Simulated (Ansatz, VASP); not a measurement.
# Two plane-wave programs on BAs

The input POSCAR:

```
BAs
1.0
    0.0000000000      2.3885000000      2.3885000000
    2.3885000000      0.0000000000      2.3885000000
    2.3885000000      2.3885000000      0.0000000000
As B
1 1
Direct
    0.7500000000      0.7500000000      0.7500000000
    0.0000000000      0.0000000000      0.0000000000
```

File INCAR.step1:

```
SYSTEM = BAs
PREC = Accurate
ENCUT = 520
EDIFF = 1E-5
ISMEAR = -1
SIGMA = 0.05
LREAL = .FALSE.
LASPH = .TRUE.
NELM = 60
ALGO = Normal
ISIF = 2
LWAVE = .TRUE.
LCHARG = .FALSE.
NBANDS = 11
GGA = PE
```

INCAR.step2

```
SYSTEM = BAs
PREC = Accurate
ENCUT = 520
EDIFF = 1E-6
ISMEAR = -1
SIGMA = 0.05
LREAL = .FALSE.
LASPH = .TRUE.
NELM = 60
ALGO = Normal
ISIF = 2
LWAVE = .FALSE.
LCHARG = .FALSE.
METAGGA = R2SCAN
LHFCALC = .TRUE.
AEXX = 0.1
LMIXTAU = .TRUE.
PRECFOCK = Normal
NBANDS = 11
ISTART = 1
```

KPOINTS

```
regular mesh
0
G
  6 6 6
  0 0 0
```

The input input.yaml:

```yaml
crystal:
  lattice:
    - [0.0, 2.3885, 2.3885]
    - [2.3885, 0.0, 2.3885]
    - [2.3885, 2.3885, 0.0]
  atoms:
    - { symbol: As, position: [0.75, 0.75, 0.75] }
    - { symbol: B, position: [0.0, 0.0, 0.0] }
hamiltonian:
  xc: r2scanh
  pseudopotentials: { kind: paw }
kpoints:
  mp_grid: { grid: [6, 6, 6] }
  band_path:
    path:
      - [[0.0, 0.0, 0.0], [0.5, 0.0, 0.5], [0.5, 0.25, 0.75], [0.375, 0.375, 0.75], [0.0, 0.0, 0.0], [0.5, 0.5, 0.5], [0.625, 0.25, 0.625], [0.5, 0.25, 0.75], [0.5, 0.5, 0.5], [0.375, 0.375, 0.75]]
      - [[0.625, 0.25, 0.625], [0.5, 0.0, 0.5]]
    npoints: 4
scf:
  occupations: { method: fermi_dirac, width: 0.05 }
  n_extra_bands: 6
output:
  forces: true
  stress: true
  eigenvalues: true
  fatbands: false
  write_density: true
  write_potential: true
  elf: true
  volumetric_format: npy
```

Alike in both runs: functional r2SCANh; k mesh 6 × 6 × 6; occupations fermi-dirac, width 0.05 eV; no spin polarisation.

|  | VASP | Ansatz |
| --- | --- | --- |
| version | VASP 6.6.1 | Ansatz 0.2.0 |
| potentials or method | VASP PAW PBE potentials, release 64 (As, B) | Ansatz PAW |
| plane-wave cutoff (eV) | 520 | 500 |
| valence electrons in the cell | 8 | 18 |
| task | single point | band structure |

Ansatz gave:

| Quantity | Value |
| --- | --- |
| gap on the k mesh at the Fermi level (eV) | 1.95 |
| least direct gap on the mesh (eV) | 3.99 |
| pressure (GPa) | -0.3 |

Task: Estimate VASP's values.

Result: gap on the k mesh at the Fermi level (eV): 1.96; least direct gap on the mesh (eV): 4.01; pressure (GPa): -0.3.

VASP's potentials were made for PBE, not for r2SCANh. VASP's potentials hold 8 valence electrons a cell and Ansatz's 18, so a difference there can come from the potentials and not from the codes.

Noted on Ansatz's run: the k mesh misses the band edges, so the gap on the mesh is wider than the one along the path.
